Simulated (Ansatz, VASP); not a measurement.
# Two plane-wave programs on CdTe

INCAR

```
SYSTEM = CdTe
  ALGO = Normal
  EDIFF = 1E-7
  ENCUT = 520
  GGA = PE
  ISIF = 2
  ISMEAR = 0
  LASPH = .True.
  LCHARG = .False.
  LREAL = .False.
  LWAVE = .False.
  NBANDS = 16
  NELM = 60
  PREC = Accurate
  SIGMA = 0.02
```

File KPOINTS:

```
k-points
0
Gamma
  8 8 8
  0 0 0
```

File POSCAR:

```
CdTe
1.0
    0.0000000000      3.2125317500      3.2125317500
    3.2125317500      0.0000000000      3.2125317500
    3.2125317500      3.2125317500      0.0000000000
Cd Te
1 1
Direct
    0.0000000000      0.0000000000      0.0000000000
    0.7500000000      0.7500000000      0.7500000000
```

Input for Ansatz:

```yaml
crystal:
  lattice:
    - [0.0, 3.21253175, 3.21253175]
    - [3.21253175, 0.0, 3.21253175]
    - [3.21253175, 3.21253175, 0.0]
  atoms:
    - { symbol: Cd, position: [0.0, 0.0, 0.0] }
    - { symbol: Te, position: [0.75, 0.75, 0.75] }
basis:
  ecutwfc: 420
kpoints:
  mp_grid: { grid: [8, 8, 8] }
hamiltonian:
  xc: pbe
scf:
  occupations: { method: gaussian, width: 0.02 }
output:
  forces: true
  stress: true
  eigenvalues: true
```

Alike in both runs: task single point; functional PBE; k mesh 8 × 8 × 8; occupations gaussian, width 0.02 eV; no spin polarisation.

```csv
,VASP,Ansatz
version,VASP 6.6.1,Ansatz 0.2.0
potentials or method,"VASP PAW PBE potentials, release 64 (Cd, Te), cutoff 520 eV","scalar-relativistic, plane waves, PAW"
valence electrons in the cell,18,36
```

```csv
,VASP,Ansatz,Ansatz less VASP
gap on the k mesh at the Fermi level (eV),0.85,0.85,0.000
least direct gap on the mesh (eV),0.85,0.85,0.000
pressure (GPa),4.0,3.9,-0.15
```

With one functional, cell and mesh, what is left measures potentials, basis and numerics. VASP's potentials hold 18 valence electrons a cell and Ansatz's 36, so a difference there can come from the potentials and not from the codes.

Neither program's run includes spin-orbit coupling.
